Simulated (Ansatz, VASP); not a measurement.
## AgI: VASP beside Ansatz

```
Ag I
1.0
     4.59000    0.00000    0.00000
    -2.29500    3.97506    0.00000
     0.00000    0.00000    7.52000
Ag I
2 2
Direct
  0.66667 0.33333 0.63000
  0.33333 0.66667 0.13000
  0.66667 0.33333 0.00000
  0.33333 0.66667 0.50000
```

Alike in both runs: task relaxation of cell and atoms; functional PBEsol; k mesh 10 × 10 × 6; occupations fermi-dirac, width 0.05 eV; no spin polarisation.

|  | VASP | Ansatz |
| --- | --- | --- |
| version | VASP 6.6.1 | Ansatz 0.2.0 |
| potentials or method | VASP PAW PBE potentials, release 64 (Ag, I) | PAW with Ansatz's default frozen-core files, scalar-relativistic |
| plane-wave cutoff (eV) | 500 | 420 |
| valence electrons in the cell | 36 | 72 |

|  | VASP | Ansatz | Ansatz less VASP |
| --- | --- | --- | --- |
| relaxed volume (Å³/atom) | 33.51 | 33.54 | +0.035 |
| relaxed length of the cell vector where the two differ most in proportion (Å) | 7.450 | 7.454 | +0.0038 |

VASP's potentials were made for PBE, not for PBEsol. VASP's potentials hold 36 valence electrons a cell and Ansatz's 72, so a difference there can come from the potentials and not from the codes.

Neither program's run includes spin-orbit coupling.
